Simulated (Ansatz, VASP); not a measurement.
# Two plane-wave programs on Ag

```
Ag
1.0
     0.00000    2.04275    2.04275
     2.04275    0.00000    2.04275
     2.04275    2.04275    0.00000
Ag
1
Direct
  0.00000 0.00000 0.00000
```

Alike in both runs: task relaxation of cell and atoms; functional LDA; k mesh 24 × 24 × 24; occupations fermi-dirac, width 0.05 eV; no spin polarisation.

|  | VASP | Ansatz |
| --- | --- | --- |
| version | VASP 6.6.1 | Ansatz 0.2.0 |
| potentials or method | VASP PAW LDA potentials, release 64 (Ag) | PAW with Ansatz's default frozen-core files, scalar-relativistic |
| plane-wave cutoff (eV) | 600 | 420 |
| valence electrons in the cell | 11 | 19 |

|  | VASP | Ansatz | Ansatz less VASP |
| --- | --- | --- | --- |
| relaxed volume (Å³/atom) | 16.03 | 16.01 | -0.017 |
| relaxed cell length with the largest relative difference (Å) | 2.830 | 2.829 | -0.0010 |

LDA's correlation is that of Perdew and Zunger in VASP and of Perdew and Wang (1992) in Ansatz. VASP's potentials hold 11 valence electrons a cell and Ansatz's 19, so a difference there can come from the potentials and not from the codes.
